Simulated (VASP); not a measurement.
Input of a VASP 6.6.1 run:

The input INCAR:

```
PREC = Accurate ; ENCUT = 500
EDIFF = 1E-6 ; ISMEAR = -1
SIGMA = 0.05 ; LREAL = F
LASPH = T ; NELM = 120
ALGO = Normal ; ISIF = 2
LWAVE = F ; LCHARG = F
GGA = PE ; NBANDS = 8
GGA_COMPAT = F
```

File KPOINTS:

```
Automatic mesh
0
Gamma
  17 17 17
```

POSCAR

```
Si
1.0
    0.0000000000      1.9356492186      1.9356492186
    1.9356492186      0.0000000000      1.9356492186
    1.9356492186      1.9356492186      0.0000000000
Si
1
Direct
    0.0000000000      0.0000000000      0.0000000000
```

Potentials or basis: VASP PAW PBE potentials, release 64 (Si).

The run is started by

```bash
$ cat potpaw_PBE.64/Si/POTCAR > POTCAR
$ mpirun -np 1 vasp_std > vasp.out
```

**Question.** Estimate the pressure.

**Answer.** -0.1 GPa.

**Question.** Predict the band gap on the k mesh.

**Answer.** Zero (bands 2 and 3 overlap by 14.06 eV).
